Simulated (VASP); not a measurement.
# MnO2 (Fm-3m) in VASP: further runs

Runs on MnO2. Level: LDA+U. Tasks: single point.

Everything below comes from runs of VASP 6.6.1. Logs are shortened: lines on timing, memory, paths and dates and some standing lists are left out, and cuts for length are marked.

## 1. The cell of the first run

It takes space group Fm-3m (No. 225, cubic). The conventional cell has a = 4.626 Å, b = 4.626 Å, c = 4.626 Å, α = 90.00°, β = 90.00°, γ = 90.00°. Mn (site symmetry m-3m) has 8 O at 2.00 Å within 2.7 Å. O (site symmetry -43m) has 4 Mn at 2.00 Å and 6 O at 2.31 Å within 2.7 Å.

## 2. Single point, LDA+U, collinear spin, ferromagnetic start

Contents of INCAR:

```
SYSTEM = MnO2
ALGO = Normal
EDIFF = 1E-6
ENCUT = 520
ISIF = 2
ISMEAR = 0
ISPIN = 2
LASPH = .TRUE.
LCHARG = .FALSE.
LDAU = .TRUE.
LDAUJ = 0 0
LDAUL = 2 -1
LDAUPRINT = 1
LDAUTYPE = 2
LDAUU = 4 0
LMAXMIX = 4
LORBIT = 11
LREAL = .FALSE.
LWAVE = .FALSE.
MAGMOM = 3 0 0
NBANDS = 24
NELM = 150
PREC = Accurate
SIGMA = 0.05
```

Contents of KPOINTS:

```
k-points
0
G
  7 7 7
  0 0 0
```

Contents of POSCAR:

```
MnO2
1.0
    0.0000000000      2.3128744900      2.3128744900
    2.3128744900      0.0000000000      2.3128744900
    2.3128744900      2.3128744900      0.0000000000
Mn O
1 2
Direct
    0.0000000000      0.0000000000      0.0000000000
    0.2500000000      0.2500000000      0.2500000000
    0.7500000000      0.7500000000      0.7500000000
```

Potentials or basis: VASP PAW LDA potentials, release 64 (Mn_pv, O).

On the command line:

```
cat potpaw_LDA.64/Mn_pv/POTCAR potpaw_LDA.64/O/POTCAR > POTCAR
mpirun -np 1 vasp_std > vasp.out
```

OUTCAR:

```text
SYSTEM = MnO2
   EDIFF = 1E-6
   ENCUT = 520
   ISIF = 2
   ISMEAR = 0
   ISPIN = 2
   LASPH = .TRUE.
   LORBIT = 11
   LREAL = .FALSE.
   NELM = 150
   PREC = Accurate

 ion  position               nearest neighbor table
   1  0.000  0.000  0.000-   3 2.00   3 2.00   3 2.00   2 2.00   2 2.00   2 2.00   3 2.00   2 2.00

   2  0.250  0.250  0.250-   1 2.00   1 2.00   1 2.00   1 2.00
   3  0.750  0.750  0.750-   1 2.00   1 2.00   1 2.00   1 2.00

  LATTYP: Found a face centered cubic cell.
 ALAT       =     4.6257489800

  Lattice vectors:

 A1 = (   0.0000000000,   2.3128744900,   2.3128744900)
 A2 = (   2.3128744900,   0.0000000000,   2.3128744900)
 A3 = (   2.3128744900,   2.3128744900,   0.0000000000)

Analysis of symmetry for initial positions (statically):
=====================================================================
 Subroutine PRICEL returns:
 Original cell was already a primitive cell.

 Routine SETGRP: Setting up the symmetry group for a
 face centered cubic supercell.

 Subroutine GETGRP returns: Found 48 space group operations
 (whereof 48 operations were pure point group operations)
 out of a pool of 48 trial point group operations.

The static configuration has the point symmetry O_h .

Analysis of symmetry for dynamics (positions and initial velocities):
=====================================================================
 Subroutine PRICEL returns:
 Original cell was already a primitive cell.

 Routine SETGRP: Setting up the symmetry group for a
 face centered cubic supercell.

 Subroutine GETGRP returns: Found 48 space group operations
 (whereof 48 operations were pure point group operations)
 out of a pool of 48 trial point group operations.

The dynamic configuration has the point symmetry O_h .

Analysis of structural, dynamic, and magnetic symmetry:
=====================================================================
 Subroutine PRICEL returns:
 Original cell was already a primitive cell.

 Routine SETGRP: Setting up the symmetry group for a
 face centered cubic supercell.

 Subroutine GETGRP returns: Found 48 space group operations
 (whereof 48 operations were pure point group operations)
 out of a pool of 48 trial point group operations.

The overall configuration has the point symmetry O_h .

 Subroutine INISYM returns: Found 48 space group operations
 (whereof 48 operations are pure point group operations),
 and found     1 'primitive' translations

----------------------------------------------------------------------------------------

                                     Primitive cell

  volume of cell :      24.7449

  direct lattice vectors                    reciprocal lattice vectors
     0.000000000  2.312874490  2.312874490    -0.216181207  0.216181207  0.216181207
     2.312874490  0.000000000  2.312874490     0.216181207 -0.216181207  0.216181207
     2.312874490  2.312874490  0.000000000     0.216181207  0.216181207 -0.216181207

  length of vectors
     3.270898472  3.270898472  3.270898472     0.374436835  0.374436835  0.374436835

  position of ions in fractional coordinates (direct lattice)
     0.000000000  0.000000000  0.000000000
     0.250000000  0.250000000  0.250000000
     0.750000000  0.750000000  0.750000000

  ion indices of the primitive-cell ions
   primitive index   ion index
                 1           1
                 2           2
                 3           3

----------------------------------------------------------------------------------------

 KPOINTS: k-points

Automatic generation of k-mesh.
 Grid dimensions read from file:
 generate k-points for:    7    7    7

 Generating k-lattice:

  Cartesian coordinates                     Fractional coordinates (reciprocal lattice)
    -0.030883030  0.030883030  0.030883030     0.142857143  0.000000000  0.000000000
     0.030883030 -0.030883030  0.030883030     0.000000000  0.142857143  0.000000000
[... 70 lines left out ...]
   IALGO  =     38    algorithm
   IMIX   =      4    mixing-type and parameters
     AMIX     =   0.40;   BMIX     =  1.00
     AMIX_MAG =   1.60;   BMIX_MAG =  1.00
  volume/ion in A,a.u.               =       8.25        55.66
  Fermi-wavevector in a.u.,A,eV,Ry     =   1.642704  3.104261 36.715021  2.698478
  Thomas-Fermi vector in A             =   2.732962
   LORBIT       =     11    0 simple, 1 ext, 2 COOP (PROOUT), +10 PAW based schemes
 LDA+U is selected, type is set to LDAUTYPE =  2
   angular momentum for each species LDAUL =     2   -1
   U (eV)           for each species LDAUU =   4.0  0.0
   J (eV)           for each species LDAUJ =   0.0  0.0
   GGA     = CA    functional components
   LHFCALC =     F    Hartree Fock is set to
   AEXX    =    0.0000 exact exchange contribution
   IVDW    =     0    specifies the selected vdW correction
   LEPSILON=     F    determine dielectric tensor
   LRPA    =     F    only Hartree local field effects (RPA)
 spin polarized calculation
 Gauss-broadening in eV      SIGMA  =   0.05
  energy-cutoff  :      520.00
  volume of cell :       24.74
 maximum number of plane-waves:       674
   NGX = 13   NGY = 13   NGZ = 13

atom =   1  type =  1  l = 2

 onsite density matrix

spin component  1

  0.7623 -0.0000 -0.0000  0.0000  0.0000
 -0.0000  0.7623  0.0000 -0.0000  0.0000
 -0.0000  0.0000  0.9461 -0.0000 -0.0000
  0.0000 -0.0000 -0.0000  0.7623  0.0000
  0.0000  0.0000 -0.0000  0.0000  0.9461

spin component  2

  0.2119 -0.0000 -0.0000 -0.0000 -0.0000
 -0.0000  0.2119 -0.0000  0.0000  0.0000
 -0.0000 -0.0000  0.0445 -0.0000 -0.0000
 -0.0000  0.0000 -0.0000  0.2119  0.0000
 -0.0000  0.0000 -0.0000  0.0000  0.0445

 occupancies and eigenvectors

  o =  0.0445  v =  0.0000  0.0000  0.0000  0.0000  0.0000  0.0000 -0.0000  0.9968  0.0000  0.0798      0.0000  0.0000  0.0000  0.0000  0.0000  0.0000  0.0000  0.0000  0.0000  0.0000
  o =  0.0445  v =  0.0000  0.0000  0.0000  0.0000  0.0000 -0.0000 -0.0000 -0.0798 -0.0000  0.9968      0.0000  0.0000  0.0000  0.0000  0.0000  0.0000  0.0000  0.0000  0.0000  0.0000
  o =  0.2119  v =  0.0000  0.0000  0.0000  0.0000  0.0000  0.7455  0.6643  0.0000  0.0540  0.0000      0.0000  0.0000  0.0000  0.0000  0.0000  0.0000  0.0000  0.0000  0.0000  0.0000
  o =  0.2119  v =  0.0000  0.0000  0.0000  0.0000  0.0000 -0.6657  0.7462  0.0000  0.0099  0.0000      0.0000  0.0000  0.0000  0.0000  0.0000  0.0000  0.0000  0.0000  0.0000  0.0000
  o =  0.2119  v =  0.0000  0.0000  0.0000  0.0000  0.0000  0.0337  0.0433  0.0000 -0.9985 -0.0000      0.0000  0.0000  0.0000  0.0000  0.0000  0.0000  0.0000  0.0000  0.0000  0.0000
  o =  0.7623  v =  1.0000  0.0000  0.0000  0.0000  0.0000  0.0000  0.0000  0.0000  0.0000  0.0000      0.0000  0.0000  0.0000  0.0000  0.0000  0.0000  0.0000  0.0000  0.0000  0.0000
  o =  0.7623  v =  0.0000 -0.4908  0.0000  0.8713  0.0000  0.0000  0.0000  0.0000  0.0000  0.0000      0.0000  0.0000  0.0000  0.0000  0.0000  0.0000  0.0000  0.0000  0.0000  0.0000
  o =  0.7623  v =  0.0000  0.8713 -0.0000  0.4908 -0.0000  0.0000  0.0000  0.0000  0.0000  0.0000      0.0000  0.0000  0.0000  0.0000  0.0000  0.0000  0.0000  0.0000  0.0000  0.0000
  o =  0.9461  v =  0.0000  0.0000  0.9807 -0.0000 -0.1955  0.0000  0.0000  0.0000  0.0000  0.0000      0.0000  0.0000  0.0000  0.0000  0.0000  0.0000  0.0000  0.0000  0.0000  0.0000
  o =  0.9461  v =  0.0000  0.0000  0.1955  0.0000  0.9807  0.0000  0.0000  0.0000  0.0000  0.0000      0.0000  0.0000  0.0000  0.0000  0.0000  0.0000  0.0000  0.0000  0.0000  0.0000

 number of electron      25.0000008 magnetization       2.9998736

 Free energy of the ion-electron system (eV)
  ---------------------------------------------------
  ext. energy  EPLUGINS =         0.00000000
  ---------------------------------------------------
  free energy    TOTEN  =       -22.33979948 eV

  energy without entropy =      -22.33796849  energy(sigma->0) =      -22.33888399

 E-fermi :   7.5669     XC(G=0): -13.3721

 val. band max:        7.5517813279   @ k =   0.4286   0.2857   0.0000
 cond. band min:       7.5923253457   @ k =  -0.4286   0.4286   0.1429
 fundamental gap:      0.0405440178
 Fermi energy:         7.5669347866

 spin component 1

 k-point     1 :       0.0000    0.0000    0.0000
  band No.  band energies     occupation
      1     -43.0175      1.00000
      2     -43.0175      1.00000
      3     -43.0175      1.00000
      4     -13.5764      1.00000
      5      -8.3055      1.00000
      6      -0.6146      1.00000
[... 529 lines left out ...]
     23      30.2705      0.00000
     24      30.8291      0.00000
 Fermi energy:         7.5669347866

 spin component 2

 k-point     1 :       0.0000    0.0000    0.0000
  band No.  band energies     occupation
      1     -39.4715      1.00000
      2     -39.4715      1.00000
      3     -39.4715      1.00000
      4     -13.7974      1.00000
      5      -8.7759      1.00000
      6       0.7462      1.00000
[... 529 lines left out ...]
     23      30.4893      0.00000
     24      31.1129      0.00000

------------------------ aborting loop because EDIFF is reached ----------------------------------------

  FORCE on cell =-STRESS in cart. coord.  units (eV):
  Direction    XX          YY          ZZ          XY          YZ          ZX
  --------------------------------------------------------------------------------------
  -------------------------------------------------------------------------------------
  Total        2.6530345      2.6530345      2.6530345     -0.0000000     -0.0000000      0.0000000
  in kB      171.7779012    171.7779012    171.7779012     -0.0000000     -0.0000000      0.0000000
  external PRESSURE =     171.7779012 kB  Pullay stress =       0.0000000 kB

 VOLUME and BASIS-vectors are now :
 -----------------------------------------------------------------------------
  energy-cutoff  :      520.00
  volume of cell :       24.74
      direct lattice vectors                 reciprocal lattice vectors
     0.000000000  2.312874490  2.312874490    -0.216181207  0.216181207  0.216181207
     2.312874490  0.000000000  2.312874490     0.216181207 -0.216181207  0.216181207
     2.312874490  2.312874490  0.000000000     0.216181207  0.216181207 -0.216181207

 POSITION                                       TOTAL-FORCE (eV/Angst)
 -----------------------------------------------------------------------------------
      0.00000      0.00000      0.00000        -0.000000      0.000000      0.000000
      1.15644      1.15644      1.15644        -0.000000     -0.000000     -0.000000
      3.46931      3.46931      3.46931         0.000000      0.000000      0.000000
 -----------------------------------------------------------------------------------
    total drift:                               -0.000000      0.000000      0.000000

  FREE ENERGIE OF THE ION-ELECTRON SYSTEM (eV)
  ---------------------------------------------------
  free  energy   TOTEN  =       -22.3397994792 eV

  energy  without entropy=      -22.3379684928  energy(sigma->0) =      -22.33888399

 total charge

# of ion       s       p       d       tot
------------------------------------------
    1        0.312   6.400   4.873  11.585
    2        1.594   3.402   0.000   4.996
    3        1.594   3.402   0.000   4.996
--------------------------------------------------
tot          3.499  13.204   4.873  21.576

 magnetization (x)

# of ion       s       p       d       tot
------------------------------------------
    1        0.025   0.044   3.451   3.520
    2        0.014  -0.290   0.000  -0.276
    3        0.014  -0.290   0.000  -0.276
--------------------------------------------------
tot          0.052  -0.536   3.451   2.968
```

Wall time 25 s (1 thread of AMD EPYC 7R43 (Zen 3), shared host); peak memory 0.11 GiB.

What came out:

| Item | Value |
| --- | --- |
| Free energy | -22.3398 eV |
| Pressure | 17.2 GPa |
| Band gap on the k mesh | zero (filled and empty bands overlap) |
| Net moment | 3.00 μB per cell |
| Site moments | Mn +3.52; O -0.28 μB |
| Valence electrons inside the program's atomic spheres | Mn 11.59; O 5.00 |

Eigenvalues of the final occupation matrices:
```csv
site,spin,trace,eigenvalues
site 1 d,1,4.18,0.76 0.76 0.76 0.95 0.95
site 1 d,2,0.72,0.04 0.04 0.21 0.21 0.21
```

Caveat: a cell with one magnetic atom can't hold antiferromagnetic order, which such compounds often take.

## 3. Single point, LDA+U, collinear spin, ferromagnetic start

INCAR: that of step 2 with these lines changed.

```diff
@@ -3,3 +3,4 @@
 EDIFF = 1E-6
-ENCUT = 520
+ENCUT = 600
+GGA_COMPAT = .FALSE.
 ISIF = 2
@@ -21,3 +22,3 @@
 NBANDS = 24
-NELM = 150
+NELM = 200
 PREC = Accurate
```

KPOINTS is that of step 2.

POSCAR is that of step 2.

Potentials or basis: VASP PAW LDA potentials, release 64 (Mn_sv, O).

On the command line:

```
cat potpaw_LDA.64/Mn_sv/POTCAR potpaw_LDA.64/O/POTCAR > POTCAR
mpirun -np 1 vasp_std > vasp.out
```

OUTCAR:

```text
SYSTEM = MnO2
   EDIFF = 1E-6
   ENCUT = 600
   ISIF = 2
   ISMEAR = 0
   ISPIN = 2
   LASPH = .TRUE.
   LORBIT = 11
   LREAL = .FALSE.
   NELM = 200
   PREC = Accurate

 ion  position               nearest neighbor table
   1  0.000  0.000  0.000-   3 2.00   3 2.00   3 2.00   2 2.00   2 2.00   2 2.00   3 2.00   2 2.00

   2  0.250  0.250  0.250-   1 2.00   1 2.00   1 2.00   1 2.00
   3  0.750  0.750  0.750-   1 2.00   1 2.00   1 2.00   1 2.00

  LATTYP: Found a face centered cubic cell.
 ALAT       =     4.6257489800

  Lattice vectors:

 A1 = (   0.0000000000,   2.3128744900,   2.3128744900)
 A2 = (   2.3128744900,   0.0000000000,   2.3128744900)
 A3 = (   2.3128744900,   2.3128744900,   0.0000000000)

Analysis of symmetry for initial positions (statically):
=====================================================================
 Subroutine PRICEL returns:
 Original cell was already a primitive cell.

 Routine SETGRP: Setting up the symmetry group for a
 face centered cubic supercell.

 Subroutine GETGRP returns: Found 48 space group operations
 (whereof 48 operations were pure point group operations)
 out of a pool of 48 trial point group operations.

The static configuration has the point symmetry O_h .

Analysis of symmetry for dynamics (positions and initial velocities):
=====================================================================
 Subroutine PRICEL returns:
 Original cell was already a primitive cell.

 Routine SETGRP: Setting up the symmetry group for a
 face centered cubic supercell.

 Subroutine GETGRP returns: Found 48 space group operations
 (whereof 48 operations were pure point group operations)
 out of a pool of 48 trial point group operations.

The dynamic configuration has the point symmetry O_h .

Analysis of structural, dynamic, and magnetic symmetry:
=====================================================================
 Subroutine PRICEL returns:
 Original cell was already a primitive cell.

 Routine SETGRP: Setting up the symmetry group for a
 face centered cubic supercell.
[... 185 lines left out ...]

  energy without entropy =      -22.39691196  energy(sigma->0) =      -22.39791559

 E-fermi :   9.0847     XC(G=0): -13.4294

 val. band max:        9.0597386353   @ k =   0.4286   0.2857   0.0000
 cond. band min:       9.1108091347   @ k =  -0.4286   0.4286   0.1429
 fundamental gap:      0.0510704994
 Fermi energy:         9.0847377831

 spin component 1

 k-point     1 :       0.0000    0.0000    0.0000
  band No.  band energies     occupation
      1     -72.4518      1.00000
      2     -41.6037      1.00000
      3     -41.6037      1.00000
      4     -41.6037      1.00000
      5     -12.1313      1.00000
      6      -6.8634      1.00000
[... 529 lines left out ...]
     23      29.4521      0.00000
     24      31.7234      0.00000
 Fermi energy:         9.0847377831

 spin component 2

 k-point     1 :       0.0000    0.0000    0.0000
  band No.  band energies     occupation
      1     -68.8074      1.00000
      2     -38.0690      1.00000
      3     -38.0690      1.00000
      4     -38.0690      1.00000
      5     -12.3276      1.00000
      6      -7.2987      1.00000
[... 529 lines left out ...]
     23      30.6023      0.00000
     24      31.9327      0.00000

------------------------ aborting loop because EDIFF is reached ----------------------------------------

  FORCE on cell =-STRESS in cart. coord.  units (eV):
  Direction    XX          YY          ZZ          XY          YZ          ZX
  --------------------------------------------------------------------------------------
  -------------------------------------------------------------------------------------
  Total        2.1500215      2.1500215      2.1500215      0.0000000     -0.0000000      0.0000000
  in kB      139.2089629    139.2089629    139.2089629      0.0000000     -0.0000000      0.0000000
  external PRESSURE =     139.2089629 kB  Pullay stress =       0.0000000 kB

 VOLUME and BASIS-vectors are now :
 -----------------------------------------------------------------------------
  energy-cutoff  :      600.00
  volume of cell :       24.74
      direct lattice vectors                 reciprocal lattice vectors
     0.000000000  2.312874490  2.312874490    -0.216181207  0.216181207  0.216181207
     2.312874490  0.000000000  2.312874490     0.216181207 -0.216181207  0.216181207
     2.312874490  2.312874490  0.000000000     0.216181207  0.216181207 -0.216181207

 POSITION                                       TOTAL-FORCE (eV/Angst)
 -----------------------------------------------------------------------------------
      0.00000      0.00000      0.00000        -0.000000     -0.000000     -0.000000
      1.15644      1.15644      1.15644         0.000000      0.000000      0.000000
      3.46931      3.46931      3.46931        -0.000000     -0.000000     -0.000000
 -----------------------------------------------------------------------------------
    total drift:                               -0.000000     -0.000000      0.000000

  FREE ENERGIE OF THE ION-ELECTRON SYSTEM (eV)
  ---------------------------------------------------
  free  energy   TOTEN  =       -22.3989192168 eV

  energy  without entropy=      -22.3969119610  energy(sigma->0) =      -22.39791559

 total charge

# of ion       s       p       d       tot
------------------------------------------
    1        2.177   6.088   4.466  12.731
    2        1.590   3.410   0.000   5.000
    3        1.590   3.410   0.000   5.000
--------------------------------------------------
tot          5.357  12.908   4.466  22.731

 magnetization (x)

# of ion       s       p       d       tot
------------------------------------------
    1        0.018   0.020   3.352   3.391
    2        0.015  -0.271   0.000  -0.257
    3        0.015  -0.271   0.000  -0.257
--------------------------------------------------
tot          0.048  -0.522   3.352   2.878
```

It took 39 s on 1 thread of Intel Xeon 6975P-C (Granite Rapids), shared host; peak memory 0.15 GiB.

Results:

```
Free energy                                           : -22.3989 eV
Pressure                                              : 13.9 GPa
Band gap on the k mesh                                : zero (filled and empty bands overlap)
Net moment                                            : 3.00 μB per cell
Site moments                                          : Mn +3.39; O -0.26 μB
Valence electrons inside the program's atomic spheres : Mn 12.73; O 5.00
```

Levels at points of the mesh, in eV from the Fermi level:
Spin up:
```csv
k point,band 11,band 12,band 13,band 14,band 15,band 16,band 17,band 18,band 19,band 20
"(0.00, 0.00, 0.00)",-4.80,-1.57,-1.57,-1.57,0.80,0.80,0.80,7.07,12.12,12.12
```
Spin down:
```csv
k point,band 9,band 10,band 11,band 12,band 13,band 14,band 15,band 16
"(0.00, 0.00, 0.00)",-6.94,-1.94,-1.94,-1.94,1.53,1.53,4.49,4.49
```

Eigenvalues of the final occupation matrices:
```csv
site,spin,trace,eigenvalues
site 1 d,1,3.93,0.70 0.70 0.70 0.91 0.91
site 1 d,2,0.56,0.03 0.03 0.17 0.17 0.17
```

Caveat: a cell with one magnetic atom can't hold antiferromagnetic order, which such compounds often take. The state reached can hang on the start; a lower one may exist.
